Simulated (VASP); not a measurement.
# ZnO (P6_3mc) in VASP: further runs, part 2 of 3

VASP 6.6.1. Earlier steps stand in the parts before.

## 3. Electric field gradients, LDA (12.01 Å³/atom)

Input file INCAR:

```
SYSTEM = ZnO
ALGO = Normal
EDIFF = 1E-8
ENCUT = 520
ISIF = 2
ISMEAR = -1
LASPH = .True.
LCHARG = .False.
LEFG = .True.
LREAL = .False.
LWAVE = .False.
NBANDS = 26
NELM = 100
PREC = Accurate
SIGMA = 0.02
```

Input file KPOINTS:

```
k-points
0
Gamma
  11 11 6
  0 0 0
```

Input file POSCAR:

```
ZnO
1.0
    3.2601941478      0.0000000000      0.0000000000
   -1.6300970738      2.8234109532      0.0000000000
    0.0000000000      0.0000000000      5.2210884991
Zn O
2 2
Direct
    0.3333333333      0.6666666667      0.0000000000
    0.6666666667      0.3333333333      0.5000000000
    0.3333333333      0.6666666667      0.3821000000
    0.6666666667      0.3333333333      0.8821000000
```

Potentials or basis: VASP PAW LDA potentials, release 64 (Zn, O).

Started as:

```sh
$ cat potpaw_LDA.64/Zn/POTCAR potpaw_LDA.64/O/POTCAR > POTCAR
$ mpirun -np 1 vasp_std > vasp.out
```

OUTCAR:

```text
SYSTEM = ZnO
   EDIFF = 1E-8
   ENCUT = 520
   ISIF = 2
   ISMEAR = -1
   LASPH = .True.
   LREAL = .False.
   NELM = 100
   PREC = Accurate

 ion  position               nearest neighbor table
   1  0.333  0.667  0.000-   4 1.98   4 1.98   4 1.98   3 1.99
   2  0.667  0.333  0.500-   3 1.98   3 1.98   3 1.98   4 1.99
   3  0.333  0.667  0.382-   2 1.98   2 1.98   2 1.98   1 1.99
   4  0.667  0.333  0.882-   1 1.98   1 1.98   1 1.98   2 1.99

  LATTYP: Found a hexagonal cell.
 ALAT       =     3.2601941478
 C/A-ratio  =     1.6014655148

  Lattice vectors:

 A1 = (   3.2601941478,   0.0000000000,   0.0000000000)
 A2 = (  -1.6300970738,   2.8234109532,   0.0000000000)
 A3 = (   0.0000000000,   0.0000000000,   5.2210884991)

Analysis of symmetry for initial positions (statically):
=====================================================================
 Subroutine PRICEL returns:
 Original cell was already a primitive cell.

 Routine SETGRP: Setting up the symmetry group for a
 hexagonal supercell.

 Subroutine GETGRP returns: Found 12 space group operations
 (whereof  6 operations were pure point group operations)
 out of a pool of 24 trial point group operations.

The static configuration has the point symmetry C_3v.
 The point group associated with its full space group is C_6v.

Analysis of symmetry for dynamics (positions and initial velocities):
=====================================================================
 Subroutine PRICEL returns:
 Original cell was already a primitive cell.

 Routine SETGRP: Setting up the symmetry group for a
 hexagonal supercell.

 Subroutine GETGRP returns: Found 12 space group operations
 (whereof  6 operations were pure point group operations)
 out of a pool of 24 trial point group operations.

The dynamic configuration has the point symmetry C_3v.
 The point group associated with its full space group is C_6v.

 Subroutine INISYM returns: Found 12 space group operations
 (whereof  6 operations are pure point group operations),
 and found     1 'primitive' translations

----------------------------------------------------------------------------------------

                                     Primitive cell

  volume of cell :      48.0594

  direct lattice vectors                    reciprocal lattice vectors
     3.260194148  0.000000000  0.000000000     0.306730199  0.177090763  0.000000000
    -1.630097074  2.823410953  0.000000000     0.000000000  0.354181526  0.000000000
     0.000000000  0.000000000  5.221088499     0.000000000  0.000000000  0.191530942

  length of vectors
     3.260194148  3.260194148  5.221088499     0.354181526  0.354181526  0.191530942

  position of ions in fractional coordinates (direct lattice)
     0.333333333  0.666666667  0.000000000
     0.666666667  0.333333333  0.500000000
     0.333333333  0.666666667  0.382100000
     0.666666667  0.333333333  0.882100000

  ion indices of the primitive-cell ions
   primitive index   ion index
                 1           1
                 2           2
                 3           3
                 4           4

[... 86 lines left out ...]
   ISMEAR =    -1;   SIGMA  =   0.02  broadening in eV -4-tet -1-fermi 0-gaus
   EFERMI_NEDOS =   21; number of points for ismear=-14 and -15
   IALGO  =     38    algorithm
   IMIX   =      4    mixing-type and parameters
     AMIX     =   0.40;   BMIX     =  1.00
     AMIX_MAG =   1.60;   BMIX_MAG =  1.00
  volume/ion in A,a.u.               =      12.01        81.08
  Fermi-wavevector in a.u.,A,eV,Ry     =   1.486789  2.809625 30.076260  2.210543
  Thomas-Fermi vector in A             =   2.600032
   LORBIT       =      0    0 simple, 1 ext, 2 COOP (PROOUT), +10 PAW based schemes
   GGA     = CA    functional components
   LHFCALC =     F    Hartree Fock is set to
   AEXX    =    0.0000 exact exchange contribution
   IVDW    =     0    specifies the selected vdW correction
   LEPSILON=     F    determine dielectric tensor
   LRPA    =     F    only Hartree local field effects (RPA)
 non-spin polarized calculation
  energy-cutoff  :      520.00
  volume of cell :       48.06
 maximum number of plane-waves:      1312
   NGX = 13   NGY = 13   NGZ = 19

 number of electron      36.0000020 magnetization

 Free energy of the ion-electron system (eV)
  ---------------------------------------------------
  ext. energy  EPLUGINS =         0.00000000
  ---------------------------------------------------
  free energy    TOTEN  =       -21.10326634 eV

  energy without entropy =      -21.10326634  energy(sigma->0) =      -21.10326634

 E-fermi :   1.1682     XC(G=0): -11.4125

 val. band max:        0.7902790220   @ k =   0.0000   0.0000   0.0000
 cond. band min:       1.5170239699   @ k =   0.0000   0.0000   0.0000
 fundamental gap:      0.7267449480
 Fermi energy:         1.1681686579

 k-point     1 :       0.0000    0.0000    0.0000
  band No.  band energies     occupation
      1     -16.9337      2.00000
      2     -16.1745      2.00000
      3      -4.9463      2.00000
      4      -4.9463      2.00000
      5      -4.8626      2.00000
      6      -4.8133      2.00000
[... 685 lines left out ...]
     25      13.5795      0.00000
     26      15.0664      0.00000

 [... further k-points ...]

------------------------ aborting loop because EDIFF is reached ----------------------------------------

  FORCE on cell =-STRESS in cart. coord.  units (eV):
  Direction    XX          YY          ZZ          XY          YZ          ZX
  --------------------------------------------------------------------------------------
  -------------------------------------------------------------------------------------
  Total       -2.2585450     -2.2585450     -2.0627494     -0.0000000      0.0000000     -0.0000000
  in kB      -75.2940603    -75.2940602    -68.7667397     -0.0000000      0.0000000     -0.0000000
  external PRESSURE =     -73.1182867 kB  Pullay stress =       0.0000000 kB

 VOLUME and BASIS-vectors are now :
 -----------------------------------------------------------------------------
  energy-cutoff  :      520.00
  volume of cell :       48.06
      direct lattice vectors                 reciprocal lattice vectors
     3.260194148  0.000000000  0.000000000     0.306730199  0.177090763  0.000000000
    -1.630097074  2.823410953  0.000000000     0.000000000  0.354181526  0.000000000
     0.000000000  0.000000000  5.221088499     0.000000000  0.000000000  0.191530942

 POSITION                                       TOTAL-FORCE (eV/Angst)
 -----------------------------------------------------------------------------------
     -0.00000      1.88227      0.00000         0.000000     -0.000000      0.040539
      1.63010      0.94114      2.61054         0.000000      0.000000      0.040539
     -0.00000      1.88227      1.99498         0.000000      0.000000     -0.040539
      1.63010      0.94114      4.60552        -0.000000      0.000000     -0.040539
 -----------------------------------------------------------------------------------
    total drift:                               -0.000001     -0.000001     -0.000259

  FREE ENERGIE OF THE ION-ELECTRON SYSTEM (eV)
  ---------------------------------------------------
  free  energy   TOTEN  =       -21.1032663426 eV

  energy  without entropy=      -21.1032663425  energy(sigma->0) =      -21.10326634

 Electric field gradients (V/A^2)
---------------------------------------------------------------------
 ion       V_xx      V_yy      V_zz      V_xy      V_xz      V_yz
---------------------------------------------------------------------
   1      -3.833    -3.833     7.666    -0.000     0.000    -0.000
   2      -3.833    -3.833     7.666    -0.000    -0.000     0.000
   3       1.773     1.768    -3.541    -0.004     0.000    -0.000
   4       1.773     1.768    -3.541    -0.004    -0.000     0.000
---------------------------------------------------------------------

 Electric field gradients after diagonalization (V/A^2)
 (convention: |V_zz| > |V_xx| > |V_yy|)
----------------------------------------------------------------------
 ion       V_xx      V_yy      V_zz     asymmetry (V_yy - V_xx)/ V_zz
----------------------------------------------------------------------
   1      -3.833    -3.833     7.666       0.000
   2      -3.833    -3.833     7.666       0.000
   3       1.775     1.765    -3.541       0.003
   4       1.775     1.765    -3.541       0.003
----------------------------------------------------------------------

           NMR quadrupolar parameters

 Cq : quadrupolar parameter    Cq=e*Q*V_zz/h
 eta: asymmetry parameters     (V_yy - V_xx)/ V_zz
 Q  : nuclear electric quadrupole moment in mb (millibarn)
----------------------------------------------------------------------
 ion       Cq(MHz)       eta       Q (mb)
----------------------------------------------------------------------
   1       0.019       0.000       1.000
   2       0.019       0.000       1.000
   3      -0.009       0.003       1.000
   4      -0.009       0.003       1.000
----------------------------------------------------------------------
```

OSZICAR:

```text
N       E                     dE             d eps       ncg     rms          rms(c)
DAV:   1     0.295572970844E+03    0.29557E+03   -0.18159E+04  3360   0.202E+03
DAV:   2     0.964347065016E+01   -0.28593E+03   -0.26784E+03  3420   0.416E+02
DAV:   3    -0.234344449027E+02   -0.33078E+02   -0.32578E+02  3674   0.142E+02
DAV:   4    -0.241515392592E+02   -0.71709E+00   -0.71515E+00  3722   0.214E+01
DAV:   5    -0.241551264122E+02   -0.35872E-02   -0.35869E-02  3630   0.158E+00    0.142E+01
DAV:   6    -0.210152865976E+02    0.31398E+01   -0.61284E+00  5322   0.620E+01    0.894E+00
DAV:   7    -0.211711143024E+02   -0.15583E+00   -0.27017E+00  3480   0.167E+01    0.533E+00
DAV:   8    -0.211545039399E+02    0.16610E-01   -0.59061E-01  4436   0.702E+00    0.168E+00
DAV:   9    -0.211013861236E+02    0.53118E-01   -0.10248E-01  4776   0.649E+00    0.339E-01
DAV:  10    -0.211032837803E+02   -0.18977E-02   -0.34911E-02  3384   0.134E+00    0.792E-02
DAV:  11    -0.211032847705E+02   -0.99024E-06   -0.58851E-04  3962   0.553E-01    0.310E-02
DAV:  12    -0.211032652413E+02    0.19529E-04   -0.12370E-04  4220   0.363E-01    0.748E-03
DAV:  13    -0.211032674842E+02   -0.22428E-05   -0.14975E-05  4174   0.436E-02    0.890E-03
DAV:  14    -0.211032664099E+02    0.10742E-05   -0.21468E-06  3612   0.140E-02    0.241E-03
DAV:  15    -0.211032663434E+02    0.66588E-07   -0.30301E-07  3474   0.446E-03    0.683E-04
DAV:  16    -0.211032663426E+02    0.80581E-09   -0.13758E-08  2076   0.332E-03
   1 F= -.21103266E+02 E0= -.21103266E+02  d E =-.457578E-10
```

Run time: 1.8 min. Hardware: 1 thread of Intel Xeon 8259CL, shared host; peak memory 0.19 GiB.

What came out:

```yaml
Free_energy: -21.1033 eV
Pressure: -7.3 GPa
Largest_force: 0.041 eV/Å
Band_gap_on_the_k_mesh: 0.73 eV
Largest_electric_field_gradient_by_atom: Zn +7.7; O -3.5 V/Å²
```

Forces in eV/Å, atoms in the order of the input:
```
Zn   0.000  0.000  0.041
Zn   0.000  0.000  0.041
O    0.000  0.000 -0.041
O    0.000  0.000 -0.041
```

Electric field gradients, principal values (V/Å²):
| atom | least | middle | greatest (by size) |
| --- | --- | --- | --- |
| 1 Zn | -3.833 | -3.833 | 7.666 |
| 2 Zn | -3.833 | -3.833 | 7.666 |
| 3 O | 1.765 | 1.775 | -3.541 |
| 4 O | 1.765 | 1.775 | -3.541 |

Caveat: the cell stands under tension; semilocal functionals underestimate gaps, and a narrow one can read as zero; without QUAD_EFG the Cq values of the log hold for a quadrupole moment of 1 mb, not for the nuclei.

(Continued in part 3 of 3.)
